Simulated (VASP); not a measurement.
Set up this calculation in VASP 6.6.1, as the native input.

```
Task                      : relaxation of the atoms
Functional                : PBE
Potentials or basis       : VASP PAW PBE potentials, release 64 (Ge_d, S)
Cutoff                    : 520 eV
k mesh                    : 7 × 7 × 1
Occupations               : gaussian, width 0.1 eV
Spin                      : no spin polarisation
Dipole correction         : yes
Atoms held fixed (from 0) : [0, 1, 2, 3, 4]
Further INCAR settings    : ALGO = Fast; EDIFF = 1e-06; IBRION = 2; EDIFFG = -0.025; NSW = 36
```

The structure of Ge4S lies in POSCAR:

```
Ge4S
1.0
    4.0740542171      0.0000000000      0.0000000000
    0.0000000000      4.0740542171      0.0000000000
    0.0000000000      0.0000000000     19.8557569412
Ge S
4 1
Selective dynamics
Direct
    0.0000000000      0.5000000000      0.2014529092  F F F
    0.0000000000      0.0000000000      0.2739958843  F F F
    0.5000000000      0.0000000000      0.3493666172  F F F
    0.5000000000      0.5000000000      0.4208228861  F F F
    0.7500000000      0.5000000000      0.5122452289  F F T
```

The input as run:

INCAR

```
  PREC = Accurate
  ENCUT = 520
  EDIFF = 1E-6
  ISMEAR = 0
  SIGMA = 0.1
  LREAL = F
  LASPH = T
  NELM = 60
  ALGO = Fast
  ISIF = 2
  LWAVE = F
  LCHARG = F
  LDIPOL = T
  IDIPOL = 3
  DIPOL = 0.5 0.5 0.352
  GGA = PE
  IBRION = 2
  NSW = 36
  EDIFFG = -0.025
```

KPOINTS

```
Automatic mesh
0
Gamma
  7 7 1
```

Potentials or basis: VASP PAW PBE potentials, release 64 (Ge_d, S).

Launch:

```sh
$ cat potpaw_PBE.64/Ge_d/POTCAR potpaw_PBE.64/S/POTCAR > POTCAR
$ mpirun -np 1 vasp_std > vasp.out
```

Results of the run:

* Energy gained by relaxing: 0.3 meV/atom
* Ionic steps: 3
* Band gap on the k mesh: zero (bands 31 and 32 overlap by 0.43 eV)

It took 9.3 min on 1 thread of Oxide Virtual Turin-like Processor, with other jobs on the host, peak memory 0.42 GiB.
